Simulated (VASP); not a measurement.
# Ti in VASP: relaxation of the atoms with LDA

Aim: the relaxation of the atoms of Ti with LDA.

All numbers are computed with VASP 6.6.1; they aren't measurements. Logs are shortened: lines on timing, memory, paths and dates and some standing lists are left out, and cuts for length are marked.

## (1) The cell of the first run

The cell holds a slab with vacuum, 4 atoms: a = 2.864 Å, b = 2.864 Å, c = 20.803 Å, α = 90.00°, β = 90.00°, γ = 120.00°.

## (2) Relaxation of the atoms, LDA

Contents of INCAR:

```
SYSTEM = Ti
PREC = Accurate ; ENCUT = 520
EDIFF = 1E-6 ; ISMEAR = 0
SIGMA = 0.1 ; LREAL = .False.
LASPH = .True. ; NELM = 100
ALGO = Normal ; ISIF = 2
LWAVE = .False. ; LCHARG = .False.
LDIPOL = .True. ; IDIPOL = 3
DIPOL = 0.5 0.5 0.500 ; GGA = CA
IBRION = 2 ; NSW = 70
EDIFFG = -0.03 ; LUSENCCL = .False.
```

Contents of KPOINTS:

```
Automatic mesh
0
Gamma
  12 12 1
  0 0 0
```

Contents of POSCAR:

```
Ti
1.0
    2.8641158382      0.0000000000      0.0000000000
   -1.4320579191      2.4803970752      0.0000000000
    0.0000000000      0.0000000000     20.8030624247
Ti
4
Selective dynamics
Direct
    0.6666666667      0.3333333333      0.3364889196  F F F
    0.3333333333      0.6666666667      0.4454963065  F F F
    0.6666666667      0.3333333333      0.5545036935  T T T
    0.3333333333      0.6666666667      0.6635110804  T T T
```

Potentials or basis: VASP PAW LDA potentials, release 64 (Ti_sv).

Command:

```console
> cat potpaw_LDA.64/Ti_sv/POTCAR > POTCAR
> mpirun -np 1 vasp_std > vasp.out
```

OUTCAR:

```text
SYSTEM = Ti
   PREC = Accurate
   ENCUT = 520
   EDIFF = 1E-6
   ISMEAR = 0
   LREAL = .False.
   LASPH = .True.
   NELM = 100
   ISIF = 2
   GGA = CA
   IBRION = 2
   NSW = 70
   EDIFFG = -0.03

 ion  position               nearest neighbor table
   1  0.667  0.333  0.336-   2 2.81   2 2.81   2 2.81
   2  0.333  0.667  0.445-   1 2.81   1 2.81   1 2.81   3 2.81   3 2.81   3 2.81
   3  0.667  0.333  0.555-   4 2.81   4 2.81   4 2.81   2 2.81   2 2.81   2 2.81
   4  0.333  0.667  0.664-   3 2.81   3 2.81   3 2.81

  LATTYP: Found a hexagonal cell.
 ALAT       =     2.8641158382
 C/A-ratio  =     7.2633453393

  Lattice vectors:

 A1 = (   2.8641158382,   0.0000000000,   0.0000000000)
 A2 = (  -1.4320579191,   2.4803970752,   0.0000000000)
 A3 = (   0.0000000000,   0.0000000000,  20.8030624247)

Analysis of symmetry for initial positions (statically):
=====================================================================
 Subroutine PRICEL returns:
 Original cell was already a primitive cell.

 Routine SETGRP: Setting up the symmetry group for a
 hexagonal supercell.

 Subroutine GETGRP returns: Found 12 space group operations
 (whereof 12 operations were pure point group operations)
 out of a pool of 24 trial point group operations.

The static configuration has the point symmetry D_3d.

Analysis of symmetry for dynamics (positions and initial velocities):
=====================================================================
 Subroutine PRICEL returns:
 Original cell was already a primitive cell.

 Routine SETGRP: Setting up the symmetry group for a
 hexagonal supercell.

 Subroutine GETGRP returns: Found 12 space group operations
 (whereof 12 operations were pure point group operations)
 out of a pool of 24 trial point group operations.

The dynamic configuration has the point symmetry D_3d.

Analysis of constrained symmetry for selective dynamics:
=====================================================================
 Subroutine PRICEL returns:
 Original cell was already a primitive cell.

 Routine SETGRP: Setting up the symmetry group for a
 hexagonal supercell.

 Subroutine GETGRP returns: Found  6 space group operations
 (whereof  6 operations were pure point group operations)
 out of a pool of 24 trial point group operations.

The constrained configuration has the point symmetry C_3v.

 Subroutine INISYM returns: Found  6 space group operations
 (whereof  6 operations are pure point group operations),
 and found     1 'primitive' translations

----------------------------------------------------------------------------------------

                                     Primitive cell

  volume of cell :     147.7880

  direct lattice vectors                    reciprocal lattice vectors
     2.864115838  0.000000000  0.000000000     0.349147889  0.201580628 -0.000000000
    -1.432057919  2.480397075  0.000000000     0.000000000  0.403161256  0.000000000
     0.000000000  0.000000000 20.803062425     0.000000000 -0.000000000  0.048069846

  length of vectors
     2.864115838  2.864115838 20.803062425     0.403161256  0.403161256  0.048069846

  position of ions in fractional coordinates (direct lattice)
     0.666666667  0.333333333  0.336488920
     0.333333333  0.666666667  0.445496306
     0.666666667  0.333333333  0.554503694
     0.333333333  0.666666667  0.663511080

  ion indices of the primitive-cell ions
   primitive index   ion index
                 1           1
                 2           2
                 3           3
                 4           4

----------------------------------------------------------------------------------------

 KPOINTS: Automatic mesh

Automatic generation of k-mesh.
 Grid dimensions read from file:
 generate k-points for:   12   12    1

 Generating k-lattice:

  Cartesian coordinates                     Fractional coordinates (reciprocal lattice)
     0.029095657  0.016798386 -0.000000000     0.083333333 -0.000000000  0.000000000
     0.000000000  0.033596771  0.000000000     0.000000000  0.083333333  0.000000000
     0.000000000 -0.000000000  0.048069846     0.000000000  0.000000000  1.000000000

  Length of vectors
     0.033596771  0.033596771  0.048069846

  Shift w.r.t. Gamma in fractional coordinates (k-lattice)
     0.000000000  0.000000000  0.000000000

 Subroutine IBZKPT returns following result:
 ===========================================

 Found     19 irreducible k-points:

 Following reciprocal coordinates:
            Coordinates               Weight
  0.000000  0.000000  0.000000      1.000000
  0.083333  0.000000  0.000000      6.000000
  0.166667  0.000000  0.000000      6.000000
  0.250000  0.000000  0.000000      6.000000
  0.333333  0.000000  0.000000      6.000000
  0.416667  0.000000  0.000000      6.000000
[... 11 lines left out ...]
  0.333333  0.250000  0.000000     12.000000
  0.333333  0.333333  0.000000      2.000000
   k-points           NKPTS =     19   k-points in BZ     NKDIM =     19   number of bands    NBANDS=     28
   number of dos      NEDOS =    301   number of ions     NIONS =      4
   total plane-waves  NPLWV =  92160
   dimension x,y,z NGX =    24 NGY =   24 NGZ =  160
   dimension x,y,z NGXF=    48 NGYF=   48 NGZF=  320
   ions per type =               4
   NGX,Y,Z   is equivalent  to a cutoff of  13.93, 13.93, 12.79 a.u.
   NGXF,Y,Z  is equivalent  to a cutoff of  27.86, 27.86, 25.57 a.u.
 SYSTEM =  Ti
   PREC   = accura    normal or accurate (medium, high low for compatibility)
   ISTART =      0    job   : 0-new  1-cont  2-samecut
   ICHARG =      2    charge: 1-file 2-atom 10-const
   ISPIN  =      1    spin polarized calculation?
   LNONCOLLINEAR =      F non collinear calculations
   LSORBIT =      F    spin-orbit coupling
   LASPH  =      T    aspherical Exc in radial PAW
   ENCUT  =  520.0 eV  38.22 Ry    6.18 a.u.   5.33  5.33 38.68*2*pi/ulx,y,z
   NELM   =    100;   NELMIN=  2; NELMDL= -5     # of ELM steps
   EDIFF  = 0.1E-05   stopping-criterion for ELM
   LREAL  =      F    real-space projection
   EDIFFG = -.3E-01   stopping-criterion for IOM
   NSW    =     70    number of steps for IOM
   IBRION =      2    ionic relax: 0-MD 1-quasi-New 2-CG
   NFREE  =      1    steps in history (QN), initial steepest desc. (CG)
   ISIF   =      2    stress and relaxation
   ISYM   =      2    0-nonsym 1-usesym 2-fastsym
   POTIM  = 0.5000    time-step for ionic-motion
   TEBEG  =    0.0;   TEEND  =   0.0 temperature during run
   PSTRESS=    0.0 pullay stress
   NELECT =      48.0000    total number of electrons
   NUPDOWN=      -1.0000    fix difference up-down
   EMIN   =  10.00;   EMAX   =-10.00  energy-range for DOS
   EFERMI =   0.00;   METHOD = LEGACY
   ISMEAR =     0;   SIGMA  =   0.10  broadening in eV -4-tet -1-fermi 0-gaus
   EFERMI_NEDOS =   21; number of points for ismear=-14 and -15
   IALGO  =     38    algorithm
   IMIX   =      4    mixing-type and parameters
     AMIX     =   0.40;   BMIX     =  1.00
     AMIX_MAG =   1.60;   BMIX_MAG =  1.00
  volume/ion in A,a.u.               =      36.95       249.33
  Fermi-wavevector in a.u.,A,eV,Ry     =   1.125319  2.126544 17.229633  1.266342
  Thomas-Fermi vector in A             =   2.261995
   LORBIT       =      0    0 simple, 1 ext, 2 COOP (PROOUT), +10 PAW based schemes
   GGA     = CA    functional components
   LHFCALC =     F    Hartree Fock is set to
   AEXX    =    0.0000 exact exchange contribution
   IVDW    =     0    specifies the selected vdW correction
   LEPSILON=     F    determine dielectric tensor
   LRPA    =     F    only Hartree local field effects (RPA)
 conjugate gradient relaxation of ions
 non-spin polarized calculation
 Gauss-broadening in eV      SIGMA  =   0.10
  energy-cutoff  :      520.00
  volume of cell :      147.79
 maximum number of plane-waves:      4013
 NGX is ok and might be reduce to    24
   NGX = 11   NGY = 11   NGZ = 77

--------------------------------------- Ionic step        1  -------------------------------------------

 number of electron      48.0000012 magnetization

 Free energy of the ion-electron system (eV)
  ---------------------------------------------------
  ext. energy  EPLUGINS =         0.00000000
  ---------------------------------------------------
  free energy    TOTEN  =       -32.12303850 eV

  energy without entropy =      -32.07896772  energy(sigma->0) =      -32.10100311

------------------------ aborting loop because EDIFF is reached ----------------------------------------

  FORCE on cell =-STRESS in cart. coord.  units (eV):
  Direction    XX          YY          ZZ          XY          YZ          ZX
  --------------------------------------------------------------------------------------
  -------------------------------------------------------------------------------------
  Total       -2.0508907     -2.0508907     -2.0539566      0.0000000     -0.0000000     -0.0000000
  in kB      -22.2338174    -22.2338174    -22.2670552      0.0000000     -0.0000000     -0.0000000
  external PRESSURE =     -22.2448966 kB  Pullay stress =       0.0000000 kB
[... 57 lines left out ...]
  FREE ENERGIE OF THE ION-ELECTRON SYSTEM (eV)
  ---------------------------------------------------
  free  energy   TOTEN  =       -32.1573060485 eV

  energy  without entropy=      -32.1145141366  energy(sigma->0) =      -32.13591009

 dipolmoment           0.000000      0.000000      0.072193 electrons x Angstroem

--------------------------------------- Ionic step        3  -------------------------------------------

 number of electron      48.0000009 magnetization

------------------------ aborting loop because EDIFF is reached ----------------------------------------

  FORCE on cell =-STRESS in cart. coord.  units (eV):
  Direction    XX          YY          ZZ          XY          YZ          ZX
  --------------------------------------------------------------------------------------
  -------------------------------------------------------------------------------------
  Total       -1.5397186     -1.5397186     -1.4709341      0.0000000     -0.0000000      0.0000000
  in kB      -16.6921728    -16.6921728    -15.9464760      0.0000000     -0.0000000      0.0000000
  external PRESSURE =     -16.4436072 kB  Pullay stress =       0.0000000 kB
[... 23 lines left out ...]
  energy  without entropy=      -32.1370437385  energy(sigma->0) =      -32.15736684

--------------------------------------- Ionic step        4  -------------------------------------------

 number of electron      48.0000010 magnetization

 dipolmoment           0.000000      0.000000     -0.003921 electrons x Angstroem

 Free energy of the ion-electron system (eV)
  ---------------------------------------------------
  ext. energy  EPLUGINS =         0.00000000
  ---------------------------------------------------
  free energy    TOTEN  =       -32.17788132 eV

  energy without entropy =      -32.13703715  energy(sigma->0) =      -32.15745923

 E-fermi :   1.3826     XC(G=0):  -6.3338

 val. band max:        1.3790197341   @ k =   0.4167   0.1667   0.0000
 cond. band min:       1.3959778012   @ k =   0.2500   0.0000   0.0000
 fundamental gap:      0.0169580671
 Fermi energy:         1.3825810203

 k-point     1 :       0.0000    0.0000    0.0000
  band No.  band energies     occupation
      1     -54.7816      2.00000
      2     -54.7230      2.00000
      3     -54.5409      2.00000
      4     -54.4313      2.00000
      5     -31.6909      2.00000
      6     -31.5831      2.00000
[... 578 lines left out ...]
     27       1.5295      0.03777
     28       1.6468      0.00019

------------------------ aborting loop because EDIFF is reached ----------------------------------------

 vacuum level on the upper side and lower side of the slab       (xc-potential included)        -0.136        -0.127

  FORCE on cell =-STRESS in cart. coord.  units (eV):
  Direction    XX          YY          ZZ          XY          YZ          ZX
  --------------------------------------------------------------------------------------
  -------------------------------------------------------------------------------------
  Total       -1.5757378     -1.5757378     -1.5286060      0.0000000      0.0000000      0.0000000
  in kB      -17.0826594    -17.0826594    -16.5717006      0.0000000      0.0000000      0.0000000
  external PRESSURE =     -16.9123398 kB  Pullay stress =       0.0000000 kB

 VOLUME and BASIS-vectors are now :
 -----------------------------------------------------------------------------
  energy-cutoff  :      520.00
  volume of cell :      147.79
      direct lattice vectors                 reciprocal lattice vectors
     2.864115838  0.000000000  0.000000000     0.349147889  0.201580628 -0.000000000
    -1.432057919  2.480397075  0.000000000     0.000000000  0.403161256  0.000000000
     0.000000000  0.000000000 20.803062425     0.000000000 -0.000000000  0.048069846
[... 10 lines left out ...]
  FREE ENERGIE OF THE ION-ELECTRON SYSTEM (eV)
  ---------------------------------------------------
  free  energy   TOTEN  =       -32.1778813151 eV

  energy  without entropy=      -32.1370371508  energy(sigma->0) =      -32.15745923

 reached required accuracy - stopping structural energy minimisation

 vacuum level on the upper side and lower side of the slab         5.995         5.998
```

It took 74 s on 1 × NVIDIA H100 80GB with 1 thread of AMD EPYC 7R13 (Zen 3), shared host; peak memory 1.3 GiB.

Results:

| Quantity | Value |
| --- | --- |
| Free energy | -32.1779 eV |
| Energy gained by relaxing | 13.7 meV/atom |
| Ionic steps | 4 |
| Band gap on the k mesh | zero (bands 24 and 25 overlap by 0.94 eV) |

Step by step:
```csv
step,energy change (eV),largest force on free atoms (eV/Å),pressure (GPa)
1,0.0000,0.7415,-2.22
2,-0.0343,0.4822,-2.05
3,-0.0547,0.0602,-1.64
4,-0.0548,0.0168,-1.69
```

Final structure:
```cif
data_structure
_symmetry_space_group_name_H-M 'P 1'
_symmetry_Int_Tables_number 1
_cell_length_a 2.8641
_cell_length_b 2.8641
_cell_length_c 20.8031
_cell_angle_alpha 90.000
_cell_angle_beta 90.000
_cell_angle_gamma 120.000
_cell_volume 147.79
loop_
_atom_site_label
_atom_site_type_symbol
_atom_site_fract_x
_atom_site_fract_y
_atom_site_fract_z
_atom_site_occupancy
Ti1 Ti 0.66667 0.33333 0.33649 1
Ti2 Ti 0.33333 0.66667 0.44550 1
Ti3 Ti 0.66667 0.33333 0.55866 1
Ti4 Ti 0.33333 0.66667 0.66045 1
```
